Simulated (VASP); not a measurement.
The system is Bi2Se3.

```xyz
5
Lattice="-2.6273 2.6273 5.8795 2.6273 -2.6273 5.8795 2.6273 2.6273 -5.8795" Properties=species:S:1:pos:R:3 pbc="T T T"
Bi    2.6273    0.0000    4.8335
Bi    0.0000    2.6273    4.8335
Se    0.0000    2.6273    1.6295
Se    2.6273    0.0000    1.6295
Se    0.0000    0.0000    1.6681
```

The cell was generated, and may not be a known phase.

| Item | Value |
| --- | --- |
| Program | VASP 6.6.1 |
| Task | relaxation of cell and atoms |
| Functional | PBE |
| Potentials or basis | VASP PAW PBE potentials, release 64 (Bi_d, Se) |
| Cutoff | 600 eV |
| k mesh | 6 × 6 × 6 |
| Occupations | gaussian, width 0.1 eV |
| Spin | no spin polarisation |

At the start: pressure -0.4 GPa; volume 32.47 Å³/atom.

Question: How do energy, volume and symmetry change on relaxing?

Answer: Over 29 steps the energy falls by 15.9 meV/atom; space group I4mm (No. 107, to 0.1 Å) before and after.

The path:
```
step  energy change (eV)  largest force (eV/Å)  pressure (GPa)  volume (Å³)
   1              0.0000                0.1644           -0.37       162.34
   2             -0.0109                0.1919           -0.08       160.59
   3             -0.0125                0.2087            0.08       159.72
   4             -0.0159                0.1992            0.08       159.80
   5             -0.0254                0.1705            0.04       160.04
   6             -0.0431                0.1515           -0.12       160.51
   7             -0.0527                0.1911           -0.40       161.43
   8             -0.0575                0.0544           -0.28       161.03
   9             -0.0597                0.0516           -0.28       160.90
  10             -0.0650                0.0658           -0.26       160.53
  11             -0.0686                0.1477           -0.22       159.75
  12             -0.0686                0.1374           -0.22       159.85
  13             -0.0704                0.1125           -0.14       159.53
  14             -0.0727                0.0502            0.09       158.76
  15             -0.0728                0.0429            0.17       158.51
  16             -0.0734                0.0570            0.10       158.83
  17             -0.0741                0.0966           -0.10       159.73
  18             -0.0745                0.0926           -0.10       159.85
  19             -0.0756                0.0815           -0.09       160.18
  20             -0.0770                0.0566           -0.07       160.86
  21             -0.0771                0.0630           -0.02       162.21
  22             -0.0776                0.0466           -0.06       161.59
  23             -0.0779                0.0522            0.00       161.47
  24             -0.0783                0.0658            0.14       161.18
  25             -0.0786                0.0615            0.13       161.35
  26             -0.0792                0.0479            0.04       161.85
  27             -0.0788                0.0702           -0.12       162.84
  28             -0.0793                0.0502           -0.01       162.13
  29             -0.0797                0.0195            0.00       162.37
```

Final structure:
```cif
data_structure
_symmetry_space_group_name_H-M 'P 1'
_symmetry_Int_Tables_number 1
_cell_length_a 7.2412
_cell_length_b 7.2412
_cell_length_c 7.2412
_cell_angle_alpha 138.913
_cell_angle_beta 138.913
_cell_angle_gamma 59.507
_cell_volume 162.37
loop_
_atom_site_label
_atom_site_type_symbol
_atom_site_fract_x
_atom_site_fract_y
_atom_site_fract_z
_atom_site_occupancy
Bi1 Bi 0.41255 0.91255 0.50000 1
Bi2 Bi 0.91255 0.41255 0.50000 1
Se1 Se 0.62691 0.12691 0.50000 1
Se2 Se 0.12691 0.62691 0.50000 1
Se3 Se 0.16220 0.16220 0.00000 1
```
